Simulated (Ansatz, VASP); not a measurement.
**W in VASP and in Ansatz**

The input INCAR:

```
PREC = Accurate ; ENCUT = 520
EDIFF = 1E-6 ; ISMEAR = -1
SIGMA = 0.05 ; LREAL = F
LASPH = T ; NELM = 80
ALGO = Fast ; ISIF = 2
LWAVE = F ; LCHARG = T
GGA = PS ; LELF = T
LVHAR = T ; NBANDS = 36
```

Contents of KPOINTS:

```
Automatic mesh
0
Gamma
  9 6 6
```

The input POSCAR:

```
W
1.0
    2.8466354769      0.0000000000      0.0000000000
    0.0000000000      4.9278756295      0.0000000000
    0.0000000000      0.0000000000      4.9884878908
W
4
Direct
    0.7931720000      0.9368430000      0.7500000000
    0.2068280000      0.4368430000      0.7500000000
    0.2068280000      0.0631570000      0.2500000000
    0.7931720000      0.5631570000      0.2500000000
```

input.yaml

```yaml
crystal:
  lattice:
    - [2.8466354769, 0.0, 0.0]
    - [0.0, 4.9278756295, 0.0]
    - [0.0, 0.0, 4.9884878908]
  atoms:
    - { symbol: W, position: [0.793172, 0.936843, 0.75] }
    - { symbol: W, position: [0.206828, 0.436843, 0.75] }
    - { symbol: W, position: [0.206828, 0.063157, 0.25] }
    - { symbol: W, position: [0.793172, 0.563157, 0.25] }
kpoints:
  mp_grid: { grid: [9, 6, 6] }
scf:
  occupations: { method: fermi_dirac, width: 0.05 }
hamiltonian:
  xc: pbesol
  pseudopotentials: { kind: all_electron, lapw: { basis_error: 0.001 } }
output:
  forces: true
  stress: true
  eigenvalues: true
```

Change from the starting cell: volume scaled by 1.04.

Alike in both runs: task single point; functional PBEsol; k mesh 9 × 6 × 6; occupations fermi-dirac, width 0.05 eV; no spin polarisation.

```csv
,VASP,Ansatz
version,VASP 6.6.1,Ansatz 0.2.0
potentials or method,"VASP PAW PBE potentials, release 64 (W_sv), cutoff 520 eV","all-electron LAPW, scalar-relativistic"
```

```tsv
	VASP	Ansatz	Ansatz less VASP
gap on the k mesh at the Fermi level (eV)	none	none	-
pressure (GPa)	-19.4	-19.7	-0.24
traceless stress, the component that is largest in VASP (GPa)	0.74	0.80	+0.059
rms of the force components (eV/Å)	0.087	0.090	+0.0029
```

VASP's potentials were made for PBE, not for PBEsol. Atom by atom the forces differ by 0.003 eV/Å (rms over components). A gap of «none» marks a metal or a gap that the smearing closes. Ansatz ran all-electron here, and VASP with PAW potentials.

Spin-orbit coupling is off throughout.
